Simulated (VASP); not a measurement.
# Se (Pm-3m) in VASP: further runs

Aim: see how the results for Se move with the level of theory and the settings. Levels: revPBE, r2SCAN, LDA. Tasks: relaxation of cell and atoms, single point.

All numbers are computed with VASP 6.6.1; they aren't measurements. Logs are shortened: lines on timing, memory, paths and dates and some standing lists are left out, and cuts for length are marked.

**1. The cell of the first run**

It takes space group Pm-3m (No. 221, cubic). Conventional cell: a = 2.811 Å, b = 2.811 Å, c = 2.811 Å, α = 90.00°, β = 90.00°, γ = 90.00°. Se (site symmetry m-3m) has 6 Se at 2.81 Å within 3.7 Å.

**2. Relaxation of cell and atoms, revPBE**

INCAR reads:

```
PREC = Accurate
ENCUT = 600
EDIFF = 1E-7
ISMEAR = -1
SIGMA = 0.05
LREAL = False
LASPH = True
NELM = 100
ALGO = Normal
ISIF = 3
LWAVE = False
LCHARG = False
GGA = RE
IBRION = 2
NSW = 60
EDIFFG = -0.01
```

KPOINTS reads:

```
Automatic mesh
0
Gamma
  9 9 9
```

POSCAR reads:

```
Se
1.0
    2.8105630200      0.0000000000      0.0000000000
    0.0000000000      2.8105630200      0.0000000000
    0.0000000000      0.0000000000      2.8105630200
Se
1
Direct
    0.0000000000      0.0000000000      0.0000000000
```

Potentials or basis: VASP PAW PBE potentials, release 64 (Se).

The run is started by

```sh
$ cat potpaw_PBE.64/Se/POTCAR > POTCAR
$ mpirun -np 1 vasp_std > vasp.out
```

OUTCAR:

```text
PREC = Accurate
   ENCUT = 600
   EDIFF = 1E-7
   ISMEAR = -1
   LREAL = False
   LASPH = True
   NELM = 100
   ISIF = 3
   GGA = RE
   IBRION = 2
   NSW = 60
   EDIFFG = -0.01

 ion  position               nearest neighbor table
   1  0.000  0.000  0.000-

  LATTYP: Found a simple cubic cell.
 ALAT       =     2.8105630200

  Lattice vectors:

 A1 = (   2.8105630200,   0.0000000000,   0.0000000000)
 A2 = (   0.0000000000,   2.8105630200,   0.0000000000)
 A3 = (   0.0000000000,   0.0000000000,   2.8105630200)

Analysis of symmetry for initial positions (statically):
=====================================================================
 Subroutine PRICEL returns:
 Original cell was already a primitive cell.

 Routine SETGRP: Setting up the symmetry group for a
 simple cubic supercell.

 Subroutine GETGRP returns: Found 48 space group operations
 (whereof 48 operations were pure point group operations)
 out of a pool of 48 trial point group operations.

The static configuration has the point symmetry O_h .

Analysis of symmetry for dynamics (positions and initial velocities):
=====================================================================
 Subroutine PRICEL returns:
 Original cell was already a primitive cell.

 Routine SETGRP: Setting up the symmetry group for a
 simple cubic supercell.

 Subroutine GETGRP returns: Found 48 space group operations
 (whereof 48 operations were pure point group operations)
 out of a pool of 48 trial point group operations.

The dynamic configuration has the point symmetry O_h .

 Subroutine INISYM returns: Found 48 space group operations
 (whereof 48 operations are pure point group operations),
 and found     1 'primitive' translations

----------------------------------------------------------------------------------------

                                     Primitive cell

  volume of cell :      22.2014

  direct lattice vectors                    reciprocal lattice vectors
     2.810563020  0.000000000  0.000000000     0.355800597  0.000000000  0.000000000
     0.000000000  2.810563020  0.000000000     0.000000000  0.355800597  0.000000000
     0.000000000  0.000000000  2.810563020     0.000000000  0.000000000  0.355800597

  length of vectors
     2.810563020  2.810563020  2.810563020     0.355800597  0.355800597  0.355800597

  position of ions in fractional coordinates (direct lattice)
     0.000000000  0.000000000  0.000000000

[... 83 lines left out ...]
   POTIM  = 0.5000    time-step for ionic-motion
   TEBEG  =    0.0;   TEEND  =   0.0 temperature during run
   PSTRESS=    0.0 pullay stress
   NELECT =       6.0000    total number of electrons
   NUPDOWN=      -1.0000    fix difference up-down
   EMIN   =  10.00;   EMAX   =-10.00  energy-range for DOS
   EFERMI =   0.00;   METHOD = LEGACY
   ISMEAR =    -1;   SIGMA  =   0.05  broadening in eV -4-tet -1-fermi 0-gaus
   EFERMI_NEDOS =   21; number of points for ismear=-14 and -15
   IALGO  =     38    algorithm
   IMIX   =      4    mixing-type and parameters
     AMIX     =   0.40;   BMIX     =  1.00
     AMIX_MAG =   1.60;   BMIX_MAG =  1.00
  volume/ion in A,a.u.               =      22.20       149.82
  Fermi-wavevector in a.u.,A,eV,Ry     =   1.058438  2.000157 15.242472  1.120290
  Thomas-Fermi vector in A             =   2.193747
   LORBIT       =      0    0 simple, 1 ext, 2 COOP (PROOUT), +10 PAW based schemes
   GGA     = RE    functional components
   LHFCALC =     F    Hartree Fock is set to
   AEXX    =    0.0000 exact exchange contribution
   IVDW    =     0    specifies the selected vdW correction
   LEPSILON=     F    determine dielectric tensor
   LRPA    =     F    only Hartree local field effects (RPA)
 conjugate gradient relaxation of ions
 non-spin polarized calculation
  energy-cutoff  :      600.00
  volume of cell :       22.20
 maximum number of plane-waves:       751
 NGX is ok and might be reduce to    24
   NGX = 11   NGY = 11   NGZ = 11

--------------------------------------- Ionic step        1  -------------------------------------------

 number of electron       5.9999999 magnetization

 Free energy of the ion-electron system (eV)
  ---------------------------------------------------
  ext. energy  EPLUGINS =         0.00000000
  ---------------------------------------------------
  free energy    TOTEN  =        -2.98202329 eV

  energy without entropy =       -2.97538874  energy(sigma->0) =       -2.97870602

------------------------ aborting loop because EDIFF is reached ----------------------------------------

  FORCE on cell =-STRESS in cart. coord.  units (eV):
  Direction    XX          YY          ZZ          XY          YZ          ZX
  --------------------------------------------------------------------------------------
  -------------------------------------------------------------------------------------
  Total        0.4576952      0.4576952      0.4576952      0.0000000     -0.0000000      0.0000000
  in kB       33.0298786     33.0298786     33.0298786      0.0000000     -0.0000000      0.0000000
  external PRESSURE =      33.0298786 kB  Pullay stress =       0.0000000 kB
[... 57 lines left out ...]
--------------------------------------- Ionic step        3  -------------------------------------------

 number of electron       5.9999999 magnetization

 Free energy of the ion-electron system (eV)
  ---------------------------------------------------
  ext. energy  EPLUGINS =         0.00000000
  ---------------------------------------------------
  free energy    TOTEN  =        -2.99234902 eV

  energy without entropy =       -2.98623238  energy(sigma->0) =       -2.98929070

 E-fermi :   4.4358     XC(G=0):  -9.7046

 val. band max:        4.3707947274   @ k =   0.1111   0.1111   0.0000
 cond. band min:       4.4837415125   @ k =   0.1111   0.1111   0.1111
 fundamental gap:      0.1129467851
 Fermi energy:         4.4357807671

 k-point     1 :       0.0000    0.0000    0.0000
  band No.  band energies     occupation
      1     -11.3423      2.00000
      2       5.7874      0.00000
      3       5.7874      0.00000
      4       5.7874      0.00000
      5      12.2374      0.00000
      6      12.2374      0.00000
      7      12.2881      0.00000
[... 221 lines left out ...]
 k-point    24 :       0.4444    0.3333    0.1111
  band No.  band energies     occupation
      1      -8.0058      2.00000
      2      -0.6492      2.00000
      3       1.2176      2.00000
      4       6.6901      0.00000
      5       9.5503      0.00000
      6      16.3609      0.00000
      7      17.6610      0.00000

 [... further k-points ...]
[... 5 lines left out ...]
  --------------------------------------------------------------------------------------
  -------------------------------------------------------------------------------------
  Total        0.0011025      0.0011025      0.0011025      0.0000000     -0.0000000      0.0000000
  in kB        0.0759886      0.0759886      0.0759886      0.0000000     -0.0000000      0.0000000
  external PRESSURE =       0.0759886 kB  Pullay stress =       0.0000000 kB
[... 16 lines left out ...]
  FREE ENERGIE OF THE ION-ELECTRON SYSTEM (eV)
  ---------------------------------------------------
  free  energy   TOTEN  =        -2.9923490223 eV

  energy  without entropy=       -2.9862323811  energy(sigma->0) =       -2.98929070

 reached required accuracy - stopping structural energy minimisation
```

OSZICAR:

```text
N       E                     dE             d eps       ncg     rms          rms(c)
DAV:   1     0.113211170661E+02    0.11321E+02   -0.30317E+03   490   0.816E+02
DAV:   2    -0.273789662429E+01   -0.14059E+02   -0.13651E+02   700   0.862E+01
DAV:   3    -0.297357667461E+01   -0.23568E+00   -0.23518E+00   574   0.128E+01
[... 24 lines left out ...]
DAV:   4    -0.299234840456E+01   -0.95643E-05   -0.19908E-05   553   0.439E-02    0.212E-02
DAV:   5    -0.299234928094E+01   -0.87639E-06   -0.48034E-06   567   0.167E-02    0.239E-03
DAV:   6    -0.299234913207E+01    0.14888E-06   -0.80908E-08   567   0.268E-03    0.111E-03
DAV:   7    -0.299234898406E+01    0.14801E-06   -0.50704E-08   511   0.173E-03    0.333E-04
DAV:   8    -0.299234902226E+01   -0.38200E-07   -0.30014E-09   266   0.446E-04
   3 F= -.29923490E+01 E0= -.29892907E+01  d E =-.103257E-01
```

CONTCAR:

```text
Se
   1.00000000000000
     2.8539419988909978    0.0000000000000000    0.0000000000000000
     0.0000000000000000    2.8539419988909978    0.0000000000000000
    -0.0000000000000000   -0.0000000000000000    2.8539419988909978
  Se
     1
Direct
     0.0000000000000000    0.0000000000000000    0.0000000000000000

  0.00000000E+00  0.00000000E+00  0.00000000E+00
```

It took 7.3 s on 1 thread of Intel Xeon Platinum 8488C (Sapphire Rapids), shared host; peak memory 0.13 GiB.

What came out:

- Free energy: -2.9923 eV
- Relaxed volume: 23.25 Å³/atom
- Relaxed cell: a = 2.854 Å, b = 2.854 Å, c = 2.854 Å, α = 90.00°, β = 90.00°, γ = 90.00°
- Space group after relaxing (to 0.05 Å): Pm-3m (No. 221)
- Energy gained by relaxing: 10.3 meV/atom
- Ionic steps: 3
- Pressure after relaxing: 0.0 GPa
- Band gap on the k mesh: zero (band 3 reaches 7.08 eV, above the bottom of band 4 at 1.31 eV)

The path:
| step | energy change (eV) | largest force (eV/Å) | pressure (GPa) | volume (Å³) |
| --- | --- | --- | --- | --- |
| 1 | 0.0000 | 0.0000 | 3.30 | 22.20 |
| 2 | -0.0086 | 0.0000 | -1.21 | 23.70 |
| 3 | -0.0103 | 0.0000 | 0.01 | 23.25 |

Final structure:
```xyz
1
Lattice="2.8539 0.0000 0.0000 0.0000 2.8539 0.0000 0.0000 0.0000 2.8539" Properties=species:S:1:pos:R:3 pbc="T T T"
Se    0.0000    0.0000    0.0000
```

Levels at points of the mesh, in eV from the Fermi level:
```csv
k point,band 1,band 2,band 3,band 4,band 5,band 6,band 7
"(0.00, 0.00, 0.00)",-15.78,1.35,1.35,1.35,7.80,7.80,7.85
```

Caveat: the PAW data sets were made with another functional, which shifts forces and pressure a little.

[end of part 1 of 2]
